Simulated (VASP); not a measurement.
# CdS (F-43m) in VASP: single point with r2SCAN

Aim: the single point of CdS with r2SCAN.

Everything below comes from runs of VASP 6.6.1. Logs are shortened: lines on timing, memory, paths and dates and some standing lists are left out, and cuts for length are marked.

## Step 1: The cell of the first run

It takes space group F-43m (No. 216, cubic). Conventional cell: a = 5.995 Å, b = 5.995 Å, c = 5.995 Å, α = 90.00°, β = 90.00°, γ = 90.00°. Within 3.4 Å of Cd (site symmetry -43m) lie 4 S at 2.60 Å. S (site symmetry -43m) has 4 Cd at 2.60 Å within 3.4 Å.

## Step 2: Single point, r2SCAN

Contents of POSCAR:

```
CdS
1.0
    0.0000000000      2.9975644600      2.9975644600
    2.9975644600      0.0000000000      2.9975644600
    2.9975644600      2.9975644600      0.0000000000
Cd S
1 1
Direct
    0.0000000000      0.0000000000      0.0000000000
    0.2500000000      0.2500000000      0.2500000000
```

Contents of INCAR.step1:

```
PREC     = Accurate       # precision mode
ENCUT    = 700            # plane-wave cutoff, eV
ISMEAR   = -1             # smearing method
SIGMA    = 0.02           # smearing width, eV
LREAL    = F              # projectors in reciprocal space
LASPH    = T              # aspherical terms in the spheres
NELM     = 120            # most SCF steps
NBANDS   = 20             # bands
GGA      = PE             # functional
ALGO     = Normal         # electronic algorithm
EDIFF    = 1E-5           # SCF threshold, eV
LWAVE    = T              # write WAVECAR
LCHARG   = F              # write CHGCAR
GGA_COMPAT= F
```

Contents of INCAR.step2:

```
PREC     = Accurate       # precision mode
ENCUT    = 700            # plane-wave cutoff, eV
EDIFF    = 1E-6           # SCF threshold, eV
ISMEAR   = -1             # smearing method
SIGMA    = 0.02           # smearing width, eV
LREAL    = F              # projectors in reciprocal space
LASPH    = T              # aspherical terms in the spheres
NELM     = 120            # most SCF steps
ALGO     = Normal         # electronic algorithm
ISIF     = 2              # what is computed and relaxed
LWAVE    = F              # write WAVECAR
LCHARG   = F              # write CHGCAR
METAGGA  = R2SCAN         # meta-GGA
LMIXTAU  = T            
NBANDS   = 20             # bands
ISTART   = 1            
GGA_COMPAT= F
```

Contents of KPOINTS:

```
Automatic mesh
0
Gamma
  8 8 8
```

Potentials or basis: VASP PAW PBE potentials, release 64 (Cd_sv_GW, S).

The run is started by

```sh
> cat potpaw_PBE.64/Cd_sv_GW/POTCAR potpaw_PBE.64/S/POTCAR > POTCAR
> cp INCAR.step1 INCAR
> mpirun -np 1 vasp_std > vasp.out
> cp INCAR.step2 INCAR
> mpirun -np 1 vasp_std > vasp.out
```

OUTCAR:

```text
PREC = Accurate
   ENCUT = 700
   EDIFF = 1E-6
   ISMEAR = -1
   LREAL = F
   LASPH = T
   NELM = 120
   ISIF = 2
   METAGGA = R2SCAN
   ISTART = 1

 ion  position               nearest neighbor table
   1  0.000  0.000  0.000-   2 2.60   2 2.60   2 2.60   2 2.60
   2  0.250  0.250  0.250-   1 2.60   1 2.60   1 2.60   1 2.60

  LATTYP: Found a face centered cubic cell.
 ALAT       =     5.9951289200

  Lattice vectors:

 A1 = (   0.0000000000,   2.9975644600,   2.9975644600)
 A2 = (   2.9975644600,   0.0000000000,   2.9975644600)
 A3 = (   2.9975644600,   2.9975644600,   0.0000000000)

Analysis of symmetry for initial positions (statically):
=====================================================================
 Subroutine PRICEL returns:
 Original cell was already a primitive cell.

 Routine SETGRP: Setting up the symmetry group for a
 face centered cubic supercell.

 Subroutine GETGRP returns: Found 24 space group operations
 (whereof 24 operations were pure point group operations)
 out of a pool of 48 trial point group operations.

The static configuration has the point symmetry T_d .

Analysis of symmetry for dynamics (positions and initial velocities):
=====================================================================
 Subroutine PRICEL returns:
 Original cell was already a primitive cell.

 Routine SETGRP: Setting up the symmetry group for a
 face centered cubic supercell.

 Subroutine GETGRP returns: Found 24 space group operations
 (whereof 24 operations were pure point group operations)
 out of a pool of 48 trial point group operations.

The dynamic configuration has the point symmetry T_d .

 Subroutine INISYM returns: Found 24 space group operations
 (whereof 24 operations are pure point group operations),
 and found     1 'primitive' translations

----------------------------------------------------------------------------------------

                                     Primitive cell

  volume of cell :      53.8686

  direct lattice vectors                    reciprocal lattice vectors
     0.000000000  2.997564460  2.997564460    -0.166802084  0.166802084  0.166802084
     2.997564460  0.000000000  2.997564460     0.166802084 -0.166802084  0.166802084
     2.997564460  2.997564460  0.000000000     0.166802084  0.166802084 -0.166802084

  length of vectors
     4.239196313  4.239196313  4.239196313     0.288909685  0.288909685  0.288909685

  position of ions in fractional coordinates (direct lattice)
     0.000000000  0.000000000  0.000000000
     0.250000000  0.250000000  0.250000000

  ion indices of the primitive-cell ions
   primitive index   ion index
                 1           1
                 2           2

----------------------------------------------------------------------------------------

 KPOINTS: Automatic mesh

Automatic generation of k-mesh.
 Grid dimensions read from file:
 generate k-points for:    8    8    8

 Generating k-lattice:

  Cartesian coordinates                     Fractional coordinates (reciprocal lattice)
    -0.020850261  0.020850261  0.020850261     0.125000000  0.000000000  0.000000000
     0.020850261 -0.020850261  0.020850261     0.000000000  0.125000000  0.000000000
     0.020850261  0.020850261 -0.020850261     0.000000000  0.000000000  0.125000000

  Length of vectors
     0.036113711  0.036113711  0.036113711

  Shift w.r.t. Gamma in fractional coordinates (k-lattice)
     0.000000000  0.000000000  0.000000000

 Subroutine IBZKPT returns following result:
 ===========================================

 Found     29 irreducible k-points:

 Following reciprocal coordinates:
            Coordinates               Weight
  0.000000  0.000000  0.000000      1.000000
  0.125000  0.000000  0.000000      8.000000
  0.250000  0.000000  0.000000      8.000000
  0.375000  0.000000  0.000000      8.000000
  0.500000  0.000000  0.000000      4.000000
  0.125000  0.125000  0.000000      6.000000
[... 16 lines left out ...]
  0.500000  0.250000  0.125000     48.000000
 -0.375000  0.250000  0.125000     24.000000
 [... further k-points ...]
   k-points           NKPTS =     29   k-points in BZ     NKDIM =     29   number of bands    NBANDS=     20
   number of dos      NEDOS =    301   number of ions     NIONS =      2
   total plane-waves  NPLWV =  64000
   dimension x,y,z NGX =    40 NGY =   40 NGZ =   40
   dimension x,y,z NGXF=    80 NGYF=   80 NGZF=   80
   ions per type =               1   1
   NGX,Y,Z   is equivalent  to a cutoff of  15.69, 15.69, 15.69 a.u.
   NGXF,Y,Z  is equivalent  to a cutoff of  31.37, 31.37, 31.37 a.u.
 SYSTEM =  unknown system
   PREC   = accura    normal or accurate (medium, high low for compatibility)
   ISTART =      1    job   : 0-new  1-cont  2-samecut
   ICHARG =      0    charge: 1-file 2-atom 10-const
   ISPIN  =      1    spin polarized calculation?
   LNONCOLLINEAR =      F non collinear calculations
   LSORBIT =      F    spin-orbit coupling
   LASPH  =      T    aspherical Exc in radial PAW
   ENCUT  =  700.0 eV  51.45 Ry    7.17 a.u.   9.15  9.15  9.15*2*pi/ulx,y,z
   NELM   =    120;   NELMIN=  2; NELMDL=  0     # of ELM steps
   EDIFF  = 0.1E-05   stopping-criterion for ELM
   LREAL  =      F    real-space projection
[... 7 lines left out ...]
   TEBEG  =    0.0;   TEEND  =   0.0 temperature during run
   PSTRESS=    0.0 pullay stress
   NELECT =      26.0000    total number of electrons
   NUPDOWN=      -1.0000    fix difference up-down
   EMIN   =  10.00;   EMAX   =-10.00  energy-range for DOS
   EFERMI =   0.00;   METHOD = LEGACY
   ISMEAR =    -1;   SIGMA  =   0.02  broadening in eV -4-tet -1-fermi 0-gaus
   EFERMI_NEDOS =   21; number of points for ismear=-14 and -15
   IALGO  =     38    algorithm
   IMIX   =      4    mixing-type and parameters
     AMIX     =   0.40;   BMIX     =  1.00
     AMIX_MAG =   1.60;   BMIX_MAG =  1.00
  volume/ion in A,a.u.               =      26.93       181.76
  Fermi-wavevector in a.u.,A,eV,Ry     =   1.284165  2.426720 22.437084  1.649079
  Thomas-Fermi vector in A             =   2.416375
   LORBIT       =      0    0 simple, 1 ext, 2 COOP (PROOUT), +10 PAW based schemes
   METAGGA = R2SCAN    functional components
   LHFCALC =     F    Hartree Fock is set to
   AEXX    =    0.0000 exact exchange contribution
   IVDW    =     0    specifies the selected vdW correction
   LEPSILON=     F    determine dielectric tensor
   LRPA    =     F    only Hartree local field effects (RPA)
 non-spin polarized calculation
  energy-cutoff  :      700.00
  volume of cell :       53.87
 maximum number of plane-waves:      2280
 NGX is ok and might be reduce to    40
   NGX = 19   NGY = 19   NGZ = 19

 number of electron      25.9999997 magnetization

 Free energy of the ion-electron system (eV)
  ---------------------------------------------------
  ext. energy  EPLUGINS =         0.00000000
  ---------------------------------------------------
  free energy    TOTEN  =       -29.71634470 eV

  energy without entropy =      -29.71634470  energy(sigma->0) =      -29.71634470

 E-fermi :   2.4710     XC(G=0):  -9.4444

 val. band max:        1.7934657484   @ k =   0.0000   0.0000   0.0000
 cond. band min:       3.1979871163   @ k =   0.0000   0.0000   0.0000
 fundamental gap:      1.4045213679
 Fermi energy:         2.4710348785

 k-point     1 :       0.0000    0.0000    0.0000
  band No.  band energies     occupation
      1    -102.2035      2.00000
      2     -62.3619      2.00000
      3     -62.3619      2.00000
      4     -62.3619      2.00000
      5     -10.5837      2.00000
      6      -5.9477      2.00000
[... 12 lines left out ...]
     19      13.6839      0.00000
     20      13.6839      0.00000

 k-point     2 :       0.1250    0.0000    0.0000
  band No.  band energies     occupation
      1    -102.2035      2.00000
      2     -62.3619      2.00000
      3     -62.3619      2.00000
      4     -62.3619      2.00000
      5     -10.5316      2.00000
      6      -5.9292      2.00000
[... 12 lines left out ...]
     19      13.0617      0.00000
     20      13.8931      0.00000

 k-point     3 :       0.2500    0.0000    0.0000
  band No.  band energies     occupation
      1    -102.2035      2.00000
      2     -62.3621      2.00000
      3     -62.3619      2.00000
      4     -62.3619      2.00000
      5     -10.4057      2.00000
      6      -5.8887      2.00000
[... 12 lines left out ...]
     19      12.8204      0.00000
     20      13.2645      0.00000

 k-point     4 :       0.3750    0.0000    0.0000
  band No.  band energies     occupation
      1    -102.2035      2.00000
      2     -62.3622      2.00000
      3     -62.3619      2.00000
      4     -62.3619      2.00000
      5     -10.2799      2.00000
      6      -5.8568      2.00000
[... 12 lines left out ...]
     19      13.6644      0.00000
     20      13.6644      0.00000

 k-point     5 :       0.5000    0.0000    0.0000
  band No.  band energies     occupation
      1    -102.2035      2.00000
      2     -62.3623      2.00000
      3     -62.3619      2.00000
      4     -62.3619      2.00000
      5     -10.2282      2.00000
      6      -5.8467      2.00000
[... 12 lines left out ...]
     19      14.7042      0.00000
     20      14.7042      0.00000

 k-point     6 :       0.1250    0.1250    0.0000
  band No.  band energies     occupation
      1    -102.2035      2.00000
      2     -62.3619      2.00000
      3     -62.3619      2.00000
      4     -62.3619      2.00000
      5     -10.5144      2.00000
      6      -5.9111      2.00000
[... 12 lines left out ...]
     19      13.7844      0.00000
     20      14.4744      0.00000

 k-point     7 :       0.2500    0.1250    0.0000
  band No.  band energies     occupation
      1    -102.2035      2.00000
      2     -62.3620      2.00000
      3     -62.3619      2.00000
      4     -62.3619      2.00000
      5     -10.4134      2.00000
      6      -5.8836      2.00000
[... 12 lines left out ...]
     19      13.6446      0.00000
     20      14.6427      0.00000
[... 277 lines left out ...]
 k-point    20 :      -0.3750    0.3750    0.0000
  band No.  band energies     occupation
      1    -102.2035      2.00000
      2     -62.3622      2.00000
      3     -62.3621      2.00000
      4     -62.3620      2.00000
      5     -10.1283      2.00000
      6      -5.7724      2.00000
[... 12 lines left out ...]
     19      14.1804      0.00000
     20      16.2726      0.00000

 k-point    21 :       0.5000    0.5000    0.0000
  band No.  band energies     occupation
      1    -102.2035      2.00000
      2     -62.3623      2.00000
      3     -62.3620      2.00000
      4     -62.3620      2.00000
      5     -10.1182      2.00000
      6      -5.7419      2.00000
[... 12 lines left out ...]
     19      14.5599      0.00000
     20      15.6133      0.00000

 k-point    22 :       0.3750    0.2500    0.1250
  band No.  band energies     occupation
      1    -102.2035      2.00000
      2     -62.3621      2.00000
      3     -62.3620      2.00000
      4     -62.3619      2.00000
      5     -10.3133      2.00000
      6      -5.8433      2.00000
[... 12 lines left out ...]
     19      14.1644      0.00000
     20      15.7636      0.00000

 k-point    23 :       0.5000    0.2500    0.1250
  band No.  band energies     occupation
      1    -102.2035      2.00000
      2     -62.3622      2.00000
      3     -62.3620      2.00000
      4     -62.3620      2.00000
      5     -10.2143      2.00000
      6      -5.8126      2.00000
[... 12 lines left out ...]
     19      14.8765      0.00000
     20      15.2062      0.00000

 k-point    24 :      -0.3750    0.2500    0.1250
  band No.  band energies     occupation
      1    -102.2035      2.00000
      2     -62.3622      2.00000
      3     -62.3620      2.00000
      4     -62.3620      2.00000
      5     -10.1738      2.00000
      6      -5.8071      2.00000
[... 12 lines left out ...]
     19      14.3692      0.00000
     20      15.2763      0.00000

 [... further k-points ...]

------------------------ aborting loop because EDIFF is reached ----------------------------------------

  FORCE on cell =-STRESS in cart. coord.  units (eV):
  Direction    XX          YY          ZZ          XY          YZ          ZX
  --------------------------------------------------------------------------------------
  -------------------------------------------------------------------------------------
  Total       -1.0835591     -1.0835591     -1.0835591      0.0000000     -0.0000000     -0.0000000
  in kB      -32.2275723    -32.2275723    -32.2275723      0.0000000     -0.0000000     -0.0000000
  external PRESSURE =     -32.2275723 kB  Pullay stress =       0.0000000 kB

 VOLUME and BASIS-vectors are now :
 -----------------------------------------------------------------------------
  energy-cutoff  :      700.00
  volume of cell :       53.87
      direct lattice vectors                 reciprocal lattice vectors
     0.000000000  2.997564460  2.997564460    -0.166802084  0.166802084  0.166802084
     2.997564460  0.000000000  2.997564460     0.166802084 -0.166802084  0.166802084
     2.997564460  2.997564460  0.000000000     0.166802084  0.166802084 -0.166802084

 POSITION                                       TOTAL-FORCE (eV/Angst)
 -----------------------------------------------------------------------------------
      0.00000      0.00000      0.00000         0.000000      0.000000      0.000000
      1.49878      1.49878      1.49878        -0.000000     -0.000000     -0.000000
 -----------------------------------------------------------------------------------
    total drift:                               -0.000000     -0.000000     -0.000000

  FREE ENERGIE OF THE ION-ELECTRON SYSTEM (eV)
  ---------------------------------------------------
  free  energy   TOTEN  =       -29.7163446978 eV

  energy  without entropy=      -29.7163446978  energy(sigma->0) =      -29.71634470
```

Run time: 2.4 min. Hardware: 1 thread of AMD EPYC 9R45 (Zen 5), shared host; peak memory 0.26 GiB.

What came out:

```yaml
Free_energy: -29.7163 eV
Pressure: -3.2 GPa
Band_gap_on_the_k_mesh: 1.40 eV
```

Levels at points of the mesh, in eV from the valence-band top:
| k point | band 9 | band 10 | band 11 | band 12 | band 13 | band 14 | band 15 | band 16 | band 17 | band 18 |
| --- | --- | --- | --- | --- | --- | --- | --- | --- | --- | --- |
| (0.00, 0.00, 0.00) | -7.35 | -7.35 | 0.00 | 0.00 | 0.00 | 1.40 | 7.09 | 7.09 | 7.09 | 11.46 |
| (0.50, 0.00, 0.00) | -7.32 | -7.03 | -3.96 | -0.65 | -0.65 | 3.34 | 7.48 | 7.48 | 7.61 | 11.23 |
| (0.50, 0.50, 0.00) | -7.28 | -6.96 | -3.61 | -1.64 | -1.64 | 3.97 | 4.65 | 9.39 | 11.04 | 11.04 |

Caveat: the cell stands under tension; the PAW data sets were made with another functional, which shifts forces and pressure a little.
